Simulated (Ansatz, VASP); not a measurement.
One calculation of Ge, two programs

The input INCAR:

```
ALGO     = Normal         # electronic algorithm
DIPOL    = 0.5 0.5 0.500
EDIFF    = 1E-6           # SCF threshold, eV
ENCUT    = 520            # plane-wave cutoff, eV
GGA      = CA             # functional
IDIPOL   = 3            
ISIF     = 2              # what is computed and relaxed
ISMEAR   = 0              # smearing method
LASPH    = True           # aspherical terms in the spheres
LCHARG   = True           # write CHGCAR
LDIPOL   = True         
LELF     = True           # ELF
LREAL    = False          # projectors in reciprocal space
LVACPOTAV= True         
LVHAR    = True         
LWAVE    = False          # write WAVECAR
NBANDS   = 21             # bands
NELM     = 100            # most SCF steps
PREC     = Accurate       # precision mode
SIGMA    = 0.1            # smearing width, eV
```

File KPOINTS:

```
k-points
0
Gamma
  12 12 1
```

POSCAR

```
Ge
1.0
    3.7040000000      0.0000000000      0.0000000000
   -1.8520000000      3.2077580956      0.0000000000
    0.0000000000      0.0000000000     28.0000000000
Ge
2
Direct
    0.3333333333      0.6666666667      0.5051071429
    0.6666666667      0.3333333333      0.4948928571
```

Input for Ansatz:

```yaml
crystal:
  lattice:
    - [3.704, 0.0, 0.0]
    - [-1.852, 3.2077580956, 0.0]
    - [0.0, 0.0, 28.0]
  atoms:
    - { symbol: Ge, position: [0.3333333333, 0.6666666667, 0.5051071429] }
    - { symbol: Ge, position: [0.6666666667, 0.3333333333, 0.4948928571] }
  periodic: [true, true, false]
basis:
  ecutwfc: 420
kpoints:
  mp_grid: { grid: [12, 12, 1] }
hamiltonian:
  xc: lda
  pseudopotentials: { kind: paw, azcp: { folder: soft_1 } }
scf:
  occupations: { method: gaussian, width: 0.1 }
output:
  forces: true
  stress: true
  eigenvalues: true
```

Alike in both runs: task single point; functional LDA; k mesh 12 × 12 × 1; occupations gaussian, width 0.1 eV; no spin polarisation.

```csv
,VASP,Ansatz
version,VASP 6.6.1,Ansatz 0.2.0
potentials or method,"VASP PAW LDA potentials, release 64 (Ge_d), cutoff 520 eV","scalar-relativistic, plane waves, PAW"
valence electrons in the cell,28,28
```

VASP gave:

```
gap on the k mesh at the Fermi level (eV)  : none
rms of the force components (eV/Å)         : 0.535
work function, face that differs most (eV) : 4.51
```

Estimate Ansatz's values.

gap on the k mesh at the Fermi level (eV): none; rms of the force components (eV/Å): 0.533; work function, face that differs most (eV): 4.50.

Ansatz warns that its potentials were made for another functional, while VASP's fit it. LDA's correlation is that of Perdew and Zunger in VASP and of Perdew and Wang (1992) in Ansatz. Atom by atom the forces differ by 0.002 eV/Å (rms over components). A gap of «none» marks a metal or a gap that the smearing closes.
